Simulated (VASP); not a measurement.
Runs of VASP 6.6.1 on BN. The structure is that of space group P6_3mc (No. 186), or close to it. The cells are those of the table. 

```tsv
level	cell	smearing	gap on the mesh (eV)	pressure (GPa)	largest force (eV/Å)
r2SCAN	a = 2.544, b = 2.577, c = 4.208 Å, angles 90.0, 90.0, 121.3°, 4 atoms	gaussian 0.01 eV	5.60	1.4	0.01
PBE	a = 2.646, b = 2.646, c = 4.376 Å, angles 90.0, 90.0, 120.0°, 4 atoms	fermi-dirac 0.02 eV	5.41	-32.2	0.01
PBE	a = 2.544, b = 2.577, c = 4.208 Å, angles 90.0, 90.0, 121.3°, 4 atoms	fermi-dirac 0.02 eV	5.08	5.2	0.03
r2SCAN	a = 2.519, b = 2.519, c = 4.212 Å, angles 90.0, 90.0, 120.0°, 4 atoms	gaussian 0.01 eV	5.64	(b)	0.01
r2SCAN	a = 2.646, b = 2.646, c = 4.376 Å, angles 90.0, 90.0, 120.0°, 4 atoms	gaussian 0.01 eV	5.91	-36.4	-
PBE	a = 2.519, b = 2.519, c = 4.212 Å, angles 90.0, 90.0, 120.0°, 4 atoms	fermi-dirac 0.02 eV	5.11	12.7	0.03
r2SCAN	a = 2.646, b = 2.646, c = 4.190 Å, angles 90.0, 90.0, 120.0°, 4 atoms	gaussian 0.01 eV	5.92	-23.5	0.01
PBE	a = 2.646, b = 2.646, c = 4.190 Å, angles 90.0, 90.0, 120.0°, 4 atoms	fermi-dirac 0.02 eV	5.40	(a)	0.06
PBE	a = 2.544, b = 2.544, c = 4.208 Å, angles 90.0, 90.0, 120.0°, 4 atoms	fermi-dirac 0.02 eV	5.19	4.9	0.01
r2SCAN	a = 2.544, b = 2.544, c = 4.208 Å, angles 90.0, 90.0, 120.0°, 4 atoms	gaussian 0.01 eV	5.72	1.1	-
```

Alike in all rows: task single point; potentials or basis VASP PAW PBE potentials, release 64 (B, N); no spin polarisation; k mesh 12 × 12 × 6; cutoff (eV) 520.

Estimate the missing entries.

(a) -19.4; (b) 8.9.

Caveats: the PAW data sets were made with another functional, which shifts forces and pressure a little (some runs).

A k mesh can miss the band edges.
